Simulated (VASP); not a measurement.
**HfSiO4: single point with PBE**

The system is HfSiO4.

```
Hf Si O
1.0
    -3.28625    3.28625    2.98160
     3.28625   -3.28625    2.98160
     3.28625    3.28625   -2.98160
Hf Si O
2 2 8
Direct
  0.75000 0.25000 0.50000
  0.00000 0.00000 0.00000
  0.25000 0.75000 0.50000
  0.50000 0.50000 0.00000
  0.13400 0.31928 0.81472
  0.06928 0.75456 0.68528
  0.50456 0.31928 0.18528
  0.06928 0.38400 0.31472
  0.61600 0.93072 0.68528
  0.68072 0.86600 0.18528
  0.24544 0.93072 0.31472
  0.68072 0.49544 0.81472
```

```json
{"Program": "VASP 6.6.1", "Task": "single point", "Functional": "PBE", "Potentials or basis": "VASP PAW PBE potentials, release 64 (Hf_pv, Si, O)", "Cutoff": "520 eV", "k mesh": "4 × 4 × 4", "Occupations": "fermi-dirac, width 0.02 eV", "Spin": "no spin polarisation"}
```

| Item | Value |
| --- | --- |
| Pressure | 5.3 GPa |
| Largest force | 0.195 eV/Å |
| Band gap on the k mesh | 5.44 eV, indirect (least direct gap 5.82 eV) |

Forces in eV/Å, atoms in the order of the input:
```
Hf   0.000  0.000  0.000
Hf   0.000  0.000  0.000
Si   0.000  0.000  0.000
Si   0.000  0.000  0.000
O    0.000 -0.137 -0.140
O    0.137  0.000 -0.140
O    0.000  0.137 -0.140
O   -0.137  0.000 -0.140
O    0.000  0.137  0.140
O    0.137  0.000  0.140
O    0.000 -0.137  0.140
O   -0.137  0.000  0.140
```

Stress tensor (GPa, compression positive):
```
4.94 0.00 0.00
0.00 4.94 0.00
0.00 0.00 5.99
```

Levels at points of the mesh, in eV from the valence-band top:
| k point | band 35 | band 36 | band 37 | band 38 | band 39 | band 40 | band 41 | band 42 |
| --- | --- | --- | --- | --- | --- | --- | --- | --- |
| (0.00, 0.00, 0.00) | -0.59 | -0.59 | -0.56 | 0.00 | 5.82 | 6.11 | 6.21 | 6.25 |
| (0.50, 0.00, 0.00) | -0.94 | -0.83 | -0.27 | -0.19 | 5.70 | 5.85 | 6.59 | 6.77 |
| (0.50, 0.50, 0.00) | -0.93 | -0.93 | -0.61 | -0.61 | 5.44 | 5.44 | 6.54 | 6.54 |
| (0.50, 0.50, 0.50) | -1.10 | -1.10 | -0.88 | -0.88 | 6.30 | 6.30 | 6.62 | 6.62 |

Wall time 83 s on 1 thread of Intel(R) Xeon(R) 6975P-C (Granite Rapids), on a shared host, peak memory 0.28 GiB.

Caveat: spin-orbit coupling is left out, which moves the levels of the heavy elements. A hybrid or GW would open this gap; PBE tends to underestimate it.
